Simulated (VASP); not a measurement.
Runs of VASP 6.6.1 on KBr. It takes space group Fm-3m (No. 225, cubic). The conventional cell has a = 6.604 Å, b = 6.604 Å, c = 6.604 Å, α = 90.00°, β = 90.00°, γ = 90.00°. K (site symmetry m-3m) has 6 Br at 3.30 Å within 4.3 Å. Within 4.3 Å of Br (site symmetry m-3m) lie 6 K at 3.30 Å. 

```csv
level,potentials or basis,smearing,grid for exact exchange (PRECFOCK),share of exact exchange,screening parameter,gap on the mesh (eV),pressure (GPa)
r2SCAN,"VASP PAW PBE potentials, release 64 (K_sv, Br)",gaussian 0.01 eV,-,-,-,(a),0.0
PBE,"VASP PAW PBE potentials, release 64 (K_sv, Br)",methfessel-paxton 0.5 eV,-,-,-,(c),0.6
PBE-based screened hybrid with 5 % exact exchange,"VASP PAW PBE potentials, release 64 (K_sv, Br)",gaussian 0.01 eV,Normal,0.05,0.5 1/Å,4.55,0.7
PBE,"VASP PAW PBE potentials, release 64 (K_sv, Br)",gaussian 0.001 eV,-,-,-,4.43,0.7
HSE06,"VASP PAW PBE potentials, release 64 (K_sv, Br)",gaussian 0.01 eV,Normal,0.25,0.2079 1/Å,5.59,0.5
PBE,"VASP PAW PBE potentials, release 64 (K_sv, Br)",gaussian 0.2 eV,-,-,-,4.43,0.7
LDA,"VASP PAW LDA potentials, release 64 (K_sv, Br)",gaussian 0.01 eV,-,-,-,4.03,-1.6
PBE,"VASP PAW PBE potentials, release 64 (K_sv, Br)",gaussian 0.01 eV,-,-,-,4.43,0.7
PBE-based screened hybrid with 15 % exact exchange,"VASP PAW PBE potentials, release 64 (K_sv, Br)",gaussian 0.01 eV,Normal,0.15,0.2078 1/Å,5.12,0.6
PBE,"VASP PAW PBE potentials, release 64 (K_sv, Br)",fermi-dirac 0.5 eV,-,-,-,4.43,(b)
PBE-based screened hybrid with 40 % exact exchange,"VASP PAW PBE potentials, release 64 (K_sv, Br)",gaussian 0.01 eV,Normal,0.4,0.1 1/Å,6.87,0.2
```

Alike in all rows: task single point; no spin polarisation; cell as given; k mesh 4 × 4 × 4; cutoff (eV) 520.

**Question.** Fill in the values left out.

**Answer.** (a) 5.07; (b) 0.8; (c) 4.44.

Caveats: the PAW data sets were made with another functional, which shifts forces and pressure a little (at least some runs).

A k mesh can miss the band edges, and the runs leave out spin-orbit coupling on Br.
